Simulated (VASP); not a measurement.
A run of VASP 6.6.1 is set up as follows.

INCAR

```
PREC = Accurate ; ENCUT = 520
EDIFF = 1E-7 ; ISMEAR = 0
SIGMA = 0.02 ; LREAL = F
LASPH = T ; NELM = 60
ALGO = Normal ; ISIF = 2
LWAVE = F ; LCHARG = F
GGA = PE ; NBANDS = 11
```

Contents of KPOINTS:

```
regular mesh
0
Gamma
  10 10 10
```

File POSCAR:

```
BP
1.0
    0.0000000000      2.2741519252      2.2741519252
    2.2741519252      0.0000000000      2.2741519252
    2.2741519252      2.2741519252      0.0000000000
B P
1 1
Direct
    0.0000000000      0.0000000000      0.0000000000
    0.2500000000      0.2500000000      0.2500000000
```

Potentials or basis: VASP PAW PBE potentials, release 64 (B, P).

The run is started by

```bash
$ cat potpaw_PBE.64/B/POTCAR potpaw_PBE.64/P/POTCAR > POTCAR
$ mpirun -np 1 vasp_std > vasp.out
```

(1) Predict the band gap on the k mesh.

(2) Estimate the pressure.

Results:

(1) 1.25 eV, indirect (least direct gap 3.39 eV).

(2) -0.2 GPa.
